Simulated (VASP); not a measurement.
# TaN in VASP: notebook

Runs on TaN. Level: PBEsol. Tasks: single point.

Program: VASP 6.6.1. These are calculated values, not measurements. Logs are shortened: lines on timing, memory, paths and dates and some standing lists are left out, and cuts for length are marked.

## 1. The cell of the first run

The structure is hexagonal, space group P6/mmm (No. 191). The conventional cell has a = 5.517 Å, b = 5.517 Å, c = 2.828 Å, α = 90.00°, β = 90.00°, γ = 120.00°. Ta (site symmetry 6/mmm) has 6 N at 2.76 Å and 14 Ta at 2.83 to 3.49 Å within 3.6 Å. Ta (site symmetry -6m2) has 6 N at 2.13 Å and 2 Ta at 2.83 Å within 2.9 Å. N (site symmetry mmm) has 6 Ta at 2.13 to 2.76 Å and 6 N at 2.76 to 2.83 Å within 2.9 Å.

## 2. Single point, PBEsol (biaxial strain in the a-b plane: +6.0 %, then relaxed in part)

Contents of INCAR:

```
SYSTEM = TaN
ALGO     = Normal         ! electronic algorithm
EDIFF    = 1E-7           ! SCF threshold, eV
ENCUT    = 520            ! plane-wave cutoff, eV
GGA      = PS             ! functional
ISIF     = 2              ! what is computed and relaxed
ISMEAR   = 0              ! smearing method
LASPH    = .TRUE.         ! aspherical terms in the spheres
LCHARG   = .FALSE.        ! write CHGCAR
LREAL    = .FALSE.        ! projectors in reciprocal space
LWAVE    = .FALSE.        ! write WAVECAR
NBANDS   = 33             ! bands
NELM     = 80             ! most SCF steps
PREC     = Accurate       ! precision mode
SIGMA    = 0.1            ! smearing width, eV
```

Contents of KPOINTS:

```
k-points
0
G
  12 12 12
  0 0 0
```

Contents of POSCAR:

```
TaN
1.0
    5.5173947793      0.0000000000      0.0000000000
   -2.7586973897      4.7782040416      0.0000000000
    0.0000000000      0.0000000000      2.8281039323
Ta N
3 3
Direct
    0.0000000000      0.0000000000      0.0000000000
    0.3333333333      0.6666666667      0.5000000000
    0.6666666667      0.3333333333      0.5000000000
    0.5000000000      0.0000000000      0.0000000000
    0.5000000000      0.5000000000      0.0000000000
    0.0000000000      0.5000000000      0.0000000000
```

Potentials or basis: VASP PAW PBE potentials, release 64 (Ta_pv, N).

On the command line:

```console
cat potpaw_PBE.64/Ta_pv/POTCAR potpaw_PBE.64/N/POTCAR > POTCAR
mpirun -np 1 vasp_std > vasp.out
```

OUTCAR:

```text
SYSTEM = TaN
   EDIFF = 1E-7
   ENCUT = 520
   GGA = PS
   ISIF = 2
   ISMEAR = 0
   LASPH = .TRUE.
   LREAL = .FALSE.
   NELM = 80
   PREC = Accurate

 ion  position               nearest neighbor table
   1  0.000  0.000  0.000-   2 3.49   3 3.49   2 3.49   3 3.49   3 3.49   3 3.49   2 3.49   2 3.49
                             3 3.49   3 3.49   2 3.49   2 3.49
   2  0.333  0.667  0.500-   6 2.13   6 2.13   4 2.13   4 2.13   5 2.13   5 2.13   3 3.19   3 3.19
                             3 3.19   1 3.49   1 3.49   1 3.49   1 3.49   1 3.49   1 3.49
   3  0.667  0.333  0.500-   6 2.13   6 2.13   4 2.13   4 2.13   5 2.13   5 2.13   2 3.19   2 3.19
                             2 3.19   1 3.49   1 3.49   1 3.49   1 3.49   1 3.49   1 3.49
   4  0.500  0.000  0.000-   2 2.13   3 2.13   2 2.13   3 2.13
   5  0.500  0.500  0.000-   2 2.13   3 2.13   2 2.13   3 2.13
   6  0.000  0.500  0.000-   2 2.13   3 2.13   2 2.13   3 2.13

  LATTYP: Found a hexagonal cell.
 ALAT       =     5.5173947793
 C/A-ratio  =     0.5125795861

  Lattice vectors:

 A1 = (   5.5173947793,   0.0000000000,   0.0000000000)
 A2 = (  -2.7586973897,   4.7782040416,   0.0000000000)
 A3 = (   0.0000000000,   0.0000000000,   2.8281039323)

Analysis of symmetry for initial positions (statically):
=====================================================================
 Subroutine PRICEL returns:
 Original cell was already a primitive cell.

 Routine SETGRP: Setting up the symmetry group for a
 hexagonal supercell.

 Subroutine GETGRP returns: Found 24 space group operations
 (whereof 24 operations were pure point group operations)
 out of a pool of 24 trial point group operations.

The static configuration has the point symmetry D_6h.

Analysis of symmetry for dynamics (positions and initial velocities):
=====================================================================
 Subroutine PRICEL returns:
 Original cell was already a primitive cell.

 Routine SETGRP: Setting up the symmetry group for a
 hexagonal supercell.

 Subroutine GETGRP returns: Found 24 space group operations
 (whereof 24 operations were pure point group operations)
 out of a pool of 24 trial point group operations.

The dynamic configuration has the point symmetry D_6h.

 Subroutine INISYM returns: Found 24 space group operations
 (whereof 24 operations are pure point group operations),
 and found     1 'primitive' translations

----------------------------------------------------------------------------------------

                                     Primitive cell

  volume of cell :      74.5580

  direct lattice vectors                    reciprocal lattice vectors
     5.517394779  0.000000000  0.000000000     0.181244961  0.104641827  0.000000000
    -2.758697390  4.778204042  0.000000000     0.000000000  0.209283654  0.000000000
     0.000000000  0.000000000  2.828103932     0.000000000  0.000000000  0.353593794

  length of vectors
     5.517394779  5.517394779  2.828103932     0.209283654  0.209283654  0.353593794

  position of ions in fractional coordinates (direct lattice)
     0.000000000  0.000000000  0.000000000
     0.333333333  0.666666667  0.500000000
     0.666666667  0.333333333  0.500000000
     0.500000000  0.000000000  0.000000000
     0.500000000  0.500000000  0.000000000
     0.000000000  0.500000000  0.000000000

  ion indices of the primitive-cell ions
   primitive index   ion index
                 1           1
                 2           2
                 3           3
                 4           4
                 5           5
                 6           6

----------------------------------------------------------------------------------------

 KPOINTS: k-points

Automatic generation of k-mesh.
 Grid dimensions read from file:
 generate k-points for:   12   12   12

 Generating k-lattice:

  Cartesian coordinates                     Fractional coordinates (reciprocal lattice)
     0.015103747  0.008720152  0.000000000     0.083333333 -0.000000000  0.000000000
     0.000000000  0.017440304  0.000000000     0.000000000  0.083333333  0.000000000
     0.000000000  0.000000000  0.029466150     0.000000000  0.000000000  0.083333333

  Length of vectors
     0.017440304  0.017440304  0.029466150

  Shift w.r.t. Gamma in fractional coordinates (k-lattice)
     0.000000000  0.000000000  0.000000000

 Subroutine IBZKPT returns following result:
 ===========================================

 Found    133 irreducible k-points:

 Following reciprocal coordinates:
            Coordinates               Weight
  0.000000  0.000000  0.000000      1.000000
  0.083333  0.000000  0.000000      6.000000
  0.166667  0.000000  0.000000      6.000000
  0.250000 -0.000000  0.000000      6.000000
  0.333333 -0.000000  0.000000      6.000000
  0.416667 -0.000000  0.000000      6.000000
[... 16 lines left out ...]
  0.250000 -0.000000  0.083333     12.000000
  0.333333 -0.000000  0.083333     12.000000
 [... further k-points ...]
   k-points           NKPTS =    133   k-points in BZ     NKDIM =    133   number of bands    NBANDS=     33
   number of dos      NEDOS =    301   number of ions     NIONS =      6
   total plane-waves  NPLWV =  42336
   dimension x,y,z NGX =    42 NGY =   42 NGZ =   24
   dimension x,y,z NGXF=    84 NGYF=   84 NGZF=   48
   ions per type =               3   3
   NGX,Y,Z   is equivalent  to a cutoff of  12.66, 12.66, 14.11 a.u.
   NGXF,Y,Z  is equivalent  to a cutoff of  25.31, 25.31, 28.22 a.u.
 SYSTEM =  TaN
   PREC   = accura    normal or accurate (medium, high low for compatibility)
   ISTART =      0    job   : 0-new  1-cont  2-samecut
   ICHARG =      2    charge: 1-file 2-atom 10-const
   ISPIN  =      1    spin polarized calculation?
   LNONCOLLINEAR =      F non collinear calculations
   LSORBIT =      F    spin-orbit coupling
   LASPH  =      T    aspherical Exc in radial PAW
   ENCUT  =  520.0 eV  38.22 Ry    6.18 a.u.  10.26 10.26  5.26*2*pi/ulx,y,z
   NELM   =     80;   NELMIN=  2; NELMDL= -5     # of ELM steps
   EDIFF  = 0.1E-06   stopping-criterion for ELM
   LREAL  =      F    real-space projection
   EDIFFG = 0.1E-05   stopping-criterion for IOM
   NSW    =      0    number of steps for IOM
   IBRION =     -1    ionic relax: 0-MD 1-quasi-New 2-CG
   NFREE  =      0    steps in history (QN), initial steepest desc. (CG)
   ISIF   =      2    stress and relaxation
   ISYM   =      2    0-nonsym 1-usesym 2-fastsym
   POTIM  = 0.5000    time-step for ionic-motion
   TEBEG  =    0.0;   TEEND  =   0.0 temperature during run
   PSTRESS=    0.0 pullay stress
   NELECT =      48.0000    total number of electrons
   NUPDOWN=      -1.0000    fix difference up-down
   EMIN   =  10.00;   EMAX   =-10.00  energy-range for DOS
   EFERMI =   0.00;   METHOD = LEGACY
   ISMEAR =     0;   SIGMA  =   0.10  broadening in eV -4-tet -1-fermi 0-gaus
   EFERMI_NEDOS =   21; number of points for ismear=-14 and -15
   IALGO  =     38    algorithm
   IMIX   =      4    mixing-type and parameters
     AMIX     =   0.40;   BMIX     =  1.00
     AMIX_MAG =   1.60;   BMIX_MAG =  1.00
  volume/ion in A,a.u.               =      12.43        83.86
  Fermi-wavevector in a.u.,A,eV,Ry     =   1.413591  2.671300 27.187712  1.998240
  Thomas-Fermi vector in A             =   2.535221
   LORBIT       =      0    0 simple, 1 ext, 2 COOP (PROOUT), +10 PAW based schemes
   GGA     = PS    functional components
   LHFCALC =     F    Hartree Fock is set to
   AEXX    =    0.0000 exact exchange contribution
   IVDW    =     0    specifies the selected vdW correction
   LEPSILON=     F    determine dielectric tensor
   LRPA    =     F    only Hartree local field effects (RPA)
 non-spin polarized calculation
 Gauss-broadening in eV      SIGMA  =   0.10
  energy-cutoff  :      520.00
  volume of cell :       74.56
 maximum number of plane-waves:      2057
 NGX is ok and might be reduce to    42
   NGX = 21   NGY = 21   NGZ = 11

 number of electron      47.9999994 magnetization

 Free energy of the ion-electron system (eV)
  ---------------------------------------------------
  ext. energy  EPLUGINS =         0.00000000
  ---------------------------------------------------
  free energy    TOTEN  =       -68.01376934 eV

  energy without entropy =      -68.01068003  energy(sigma->0) =      -68.01222468

 E-fermi :   6.9973     XC(G=0): -12.6626

 val. band max:        6.9661781378   @ k =   0.1667   0.0000   0.2500
 cond. band min:       7.0221941875   @ k =   0.0833   0.0833   0.2500
 fundamental gap:      0.0560160497
 Fermi energy:         6.9972560942

 k-point     1 :       0.0000    0.0000    0.0000
  band No.  band energies     occupation
      1     -29.1009      2.00000
      2     -29.1009      2.00000
      3     -28.8446      2.00000
      4     -28.8446      2.00000
      5     -28.4930      2.00000
      6     -28.4930      2.00000
[... 25 lines left out ...]
     32      10.3014      0.00000
     33      10.3014      0.00000

 k-point     2 :       0.0833    0.0000    0.0000
  band No.  band energies     occupation
      1     -29.1035      2.00000
      2     -29.0986      2.00000
      3     -28.8448      2.00000
      4     -28.8417      2.00000
      5     -28.4954      2.00000
      6     -28.4933      2.00000
[... 25 lines left out ...]
     32      10.2828      0.00000
     33      10.3164      0.00000

 k-point     3 :       0.1667    0.0000    0.0000
  band No.  band energies     occupation
      1     -29.1102      2.00000
      2     -29.0912      2.00000
      3     -28.8474      2.00000
      4     -28.8339      2.00000
      5     -28.5013      2.00000
      6     -28.4941      2.00000
[... 25 lines left out ...]
     32      10.2283      0.00000
     33      10.3614      0.00000

 k-point     4 :       0.2500   -0.0000    0.0000
  band No.  band energies     occupation
      1     -29.1189      2.00000
      2     -29.0776      2.00000
      3     -28.8567      2.00000
      4     -28.8238      2.00000
      5     -28.5071      2.00000
      6     -28.4952      2.00000
[... 673 lines left out ...]
     32       9.8384      0.00000
     33      10.1149      0.00000

 k-point    23 :       0.2500   -0.0000    0.0833
  band No.  band energies     occupation
      1     -29.1068      2.00000
      2     -29.0660      2.00000
      3     -28.8474      2.00000
      4     -28.8144      2.00000
      5     -28.5443      2.00000
      6     -28.4964      2.00000
[... 25 lines left out ...]
     32       9.7585      0.00000
     33      10.3215      0.00000

 k-point    24 :       0.3333   -0.0000    0.0833
  band No.  band energies     occupation
      1     -29.1147      2.00000
      2     -29.0468      2.00000
      3     -28.8652      2.00000
      4     -28.8052      2.00000
      5     -28.5414      2.00000
      6     -28.4972      2.00000
[... 25 lines left out ...]
     32       9.7836      0.00000
     33      10.5548      0.00000

 [... further k-points ...]
[... 5 lines left out ...]
  --------------------------------------------------------------------------------------
  -------------------------------------------------------------------------------------
  Total      -11.8789320    -11.8789320      0.3486253      0.0000000     -0.0000000     -0.0000000
  in kB     -255.2665226   -255.2665226      7.4916126      0.0000000     -0.0000000     -0.0000000
  external PRESSURE =    -167.6804775 kB  Pullay stress =       0.0000000 kB

 VOLUME and BASIS-vectors are now :
 -----------------------------------------------------------------------------
  energy-cutoff  :      520.00
  volume of cell :       74.56
      direct lattice vectors                 reciprocal lattice vectors
     5.517394779  0.000000000  0.000000000     0.181244961  0.104641827  0.000000000
    -2.758697390  4.778204042  0.000000000     0.000000000  0.209283654  0.000000000
     0.000000000  0.000000000  2.828103932     0.000000000  0.000000000  0.353593794

 POSITION                                       TOTAL-FORCE (eV/Angst)
 -----------------------------------------------------------------------------------
      0.00000      0.00000      0.00000        -0.000000      0.000000     -0.000000
     -0.00000      3.18547      1.41405         0.000000      0.000000     -0.000000
      2.75870      1.59273      1.41405        -0.000000     -0.000000      0.000000
      2.75870      0.00000      0.00000        -0.000000      0.000000     -0.000000
      1.37935      2.38910      0.00000        -0.000000      0.000000     -0.000000
     -1.37935      2.38910      0.00000        -0.000000      0.000000     -0.000000
 -----------------------------------------------------------------------------------
    total drift:                                0.000000      0.000000     -0.000000

  FREE ENERGIE OF THE ION-ELECTRON SYSTEM (eV)
  ---------------------------------------------------
  free  energy   TOTEN  =       -68.0137693360 eV

  energy  without entropy=      -68.0106800291  energy(sigma->0) =      -68.01222468
```

Run time: 4.4 min. Hardware: 1 thread of Intel Xeon Platinum 8488C (Sapphire Rapids), shared host; peak memory 0.38 GiB.

Results:

```yaml
Free_energy: -68.0138 eV
Pressure: -16.8 GPa
Band_gap_on_the_k_mesh: zero (bands 24 and 25 overlap by 2.14 eV)
```

Stress tensor (GPa, compression positive):
```
-25.53   0.00   0.00
  0.00 -25.53   0.00
  0.00   0.00   0.75
```

Caveat: the cell differs from its parent crystal (biaxial strain in the a-b plane: +6.0 %, then relaxed in part); the stress differs along the axes, from -26 to 1 GPa; the PAW data sets were made with another functional, which shifts forces and pressure a little; spin-orbit coupling is left out, which moves the levels of the heavy elements.

## 3. Single point, PBEsol (one atom moved)

Contents of INCAR:

```
SYSTEM = TaN
ALGO     = Normal         ! electronic algorithm
EDIFF    = 1E-6           ! SCF threshold, eV
ENCUT    = 700            ! plane-wave cutoff, eV
GGA      = PS             ! functional
GGA_COMPAT= .FALSE.      
ISIF     = 2              ! what is computed and relaxed
ISMEAR   = 0              ! smearing method
LASPH    = .TRUE.         ! aspherical terms in the spheres
LCHARG   = .FALSE.        ! write CHGCAR
LREAL    = .FALSE.        ! projectors in reciprocal space
LWAVE    = .FALSE.        ! write WAVECAR
NBANDS   = 36             ! bands
NELM     = 120            ! most SCF steps
PREC     = Accurate       ! precision mode
SIGMA    = 0.1            ! smearing width, eV
```

Contents of KPOINTS:

```
k-points
0
G
  9 9 10
  0 0 0
```

Contents of POSCAR:

```
TaN
1.0
    5.1849992558      0.0000000000      0.0000000000
   -2.5924996279      4.4903410741      0.0000000000
    0.0000000000      0.0000000000      2.9080000000
Ta N
3 3
Direct
    0.0000000000      0.0000000000      0.0000000000
    0.3333333333      0.6666666667      0.5154745530
    0.6666666667      0.3333333333      0.5000000000
    0.5000000000      0.0000000000      0.0000000000
    0.5000000000      0.5000000000      0.0000000000
    0.0000000000      0.5000000000      0.0000000000
```

Potentials or basis: VASP PAW PBE potentials, release 64 (Ta_sv_GW, N).

On the command line:

```console
cat potpaw_PBE.64/Ta_sv_GW/POTCAR potpaw_PBE.64/N/POTCAR > POTCAR
mpirun -np 1 vasp_std > vasp.out
```

Run time: 8 min. Hardware: 1 thread of Intel Xeon Platinum 8259CL at 2.50GHz (Skylake/Cascade Lake), shared host; peak memory 0.47 GiB.

It converged, with:

```yaml
Free_energy: -76.3228 eV
Pressure: 1.8 GPa
Largest_force: 0.985 eV/Å
Band_gap_on_the_k_mesh: zero (bands 27 and 28 overlap by 2.22 eV)
```

Forces on the atoms (eV/Å):
```
Ta   0.000  0.000 -0.005
Ta   0.000  0.000 -0.985
Ta   0.000  0.000 -0.004
N    0.000  0.031  0.332
N    0.027 -0.015  0.332
N   -0.027 -0.015  0.332
```

Stress tensor (GPa, compression positive):
```
1.94 0.00 0.00
0.00 1.94 0.00
0.00 0.00 1.56
```

Levels at points of the mesh, in eV from the Fermi level:
| k point | band 24 | band 25 | band 26 | band 27 | band 28 | band 29 | band 30 | band 31 |
| --- | --- | --- | --- | --- | --- | --- | --- | --- |
| (0.00, 0.00, 0.00) | -2.90 | -2.39 | -1.94 | -1.16 | -1.16 | 0.91 | 0.91 | 1.33 |
| (0.00, 0.00, 0.50) | -2.99 | -2.99 | -1.82 | 0.98 | 0.98 | 1.59 | 1.86 | 2.68 |

Caveat: the cell differs from its parent crystal (one atom moved); the PAW data sets were made with another functional, which shifts forces and pressure a little; spin-orbit coupling is left out, which moves the levels of the heavy elements.

## 4. Single point, PBEsol

This run uses another cell than the first one, of 10.85 Å³/atom.

Contents of INCAR:

```
PREC = Accurate
ENCUT = 700
EDIFF = 1E-6
ISMEAR = 0
SIGMA = 0.1
LREAL = False
LASPH = True
NELM = 120
ALGO = Normal
ISIF = 2
LWAVE = False
LCHARG = False
GGA = PS
NBANDS = 36
GGA_COMPAT = False
```

Contents of KPOINTS:

```
Automatic mesh
0
Gamma
  12 12 12
```

Contents of POSCAR:

```
TaN
1.0
    5.1042509343      0.0000000000      0.0000000000
   -2.5521254672      4.4204109764      0.0000000000
    0.0000000000      0.0000000000      2.8843876666
Ta N
3 3
Direct
    0.0000000000      0.0000000000      0.0000000000
    0.3333333333      0.6666666667      0.5000000000
    0.6666666667      0.3333333333      0.5000000000
    0.5000000000      0.0000000000      0.0000000000
    0.5000000000      0.5000000000      0.0000000000
    0.0000000000      0.5000000000      0.0000000000
```

On the command line:

```console
cat potpaw_PBE.64/Ta_sv_GW/POTCAR potpaw_PBE.64/N/POTCAR > POTCAR
mpirun -np 1 vasp_std > vasp.out
```

Wall time 10 min (1 thread of AMD EPYC 7R13 (Zen 3), shared host); peak memory 0.5 GiB.

The run converged. Its results:

- Free energy: -76.2100 eV
- Pressure: 15.2 GPa
- Band gap on the k mesh: zero (bands 27 and 28 overlap by 2.32 eV)

Stress tensor (GPa, compression positive):
```
15.15  0.00  0.00
 0.00 15.15  0.00
 0.00  0.00 15.43
```

Levels at points of the mesh, in eV from the Fermi level:
```csv
k point,band 25,band 26,band 27,band 28,band 29,band 30
"(0.00, 0.00, 0.00)",-2.61,-2.14,-1.36,-1.36,0.73,0.73
"(0.50, 0.00, 0.00)",-2.93,-1.76,-0.70,1.42,1.89,1.91
"(0.00, 0.00, 0.50)",-3.19,-2.03,0.90,0.90,1.42,1.90
"(0.50, 0.00, 0.50)",-3.32,-2.28,-1.30,1.08,1.44,3.18
```

Caveat: the cell stands under pressure; the PAW data sets were made with another functional, which shifts forces and pressure a little; spin-orbit coupling is left out, which moves the levels of the heavy elements.

## 5. Overview

| potentials or basis | cell | k mesh | cutoff (eV) | gap on the mesh (eV) | pressure (GPa) |
| --- | --- | --- | --- | --- | --- |
| VASP PAW PBE potentials, release 64 (Ta_pv, N) | a = 5.517, b = 5.517, c = 2.828 Å, angles 90.0, 90.0, 120.0°, 6 atoms, atomic positions A | 12 × 12 × 12 | 520 | none | -16.8 |
| VASP PAW PBE potentials, release 64 (Ta_sv_GW, N) | a = 5.185, b = 5.185, c = 2.908 Å, angles 90.0, 90.0, 120.0°, 6 atoms, atomic positions B | 9 × 9 × 10 | 700 | none | 1.8 |
| VASP PAW PBE potentials, release 64 (Ta_sv_GW, N) | a = 5.104, b = 5.104, c = 2.884 Å, angles 90.0, 90.0, 120.0°, 6 atoms, atomic positions A | 12 × 12 × 12 | 700 | none | 15.2 |

Alike in all rows: task single point; level PBEsol; no spin polarisation; smearing gaussian 0.1 eV.

Caveats: the PAW data sets were made with another functional, which shifts forces and pressure a little; spin-orbit coupling is left out, which moves the levels of the heavy elements; the stress differs along the axes, from -26 to 1 GPa (at least some runs); the cell stands under pressure (at least some runs).

Total energies depend on the potentials used, so only differences within one code and one set of settings carry meaning.

The gap in the log of VASP goes by the Fermi energy; the results here count the filled bands.